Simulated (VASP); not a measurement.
A run of VASP 6.6.1:

Contents of INCAR:

```
PREC     = Accurate       # precision mode
ENCUT    = 500            # plane-wave cutoff, eV
EDIFF    = 1E-6           # SCF threshold, eV
ISMEAR   = 0              # smearing method
SIGMA    = 0.1            # smearing width, eV
LREAL    = F              # projectors in reciprocal space
LASPH    = T              # aspherical terms in the spheres
NELM     = 120            # most SCF steps
ALGO     = Normal         # electronic algorithm
ISIF     = 2              # what is computed and relaxed
LWAVE    = F              # write WAVECAR
LCHARG   = F              # write CHGCAR
GGA      = RE             # functional
NBANDS   = 15             # bands
ISYM     = 0            
GGA_COMPAT= F
```

File KPOINTS:

```
regular mesh
0
Gamma
  2 2 2
```

POSCAR

```
KCl
1.0
    4.0105927853      0.0000000000      0.0000000000
    0.0000000000      4.0105927853      0.0000000000
    0.0000000000      0.0000000000      4.0105927853
K Cl
1 1
Direct
    0.0000000000      0.0000000000      0.0000000000
    0.5000000000      0.5000000000      0.5000000000
```

Potentials or basis: VASP PAW PBE potentials, release 64 (K_sv, Cl).

Launch:

```sh
$ cat potpaw_PBE.64/K_sv/POTCAR potpaw_PBE.64/Cl/POTCAR > POTCAR
$ mpirun -np 1 vasp_std > vasp.out
```

Hardware: 1 thread of Intel(R) Xeon(R) Platinum 8259CL CPU @ 2.50GHz (Skylake/Cascade Lake) (shared host).

Question: Estimate the wall time of this run.

Answer: It took 13 s on 1 thread of Intel(R) Xeon(R) Platinum 8259CL CPU @ 2.50GHz (Skylake/Cascade Lake), on a shared host, peak memory 0.16 GiB. Counts: scf iterations 13, k points 8.
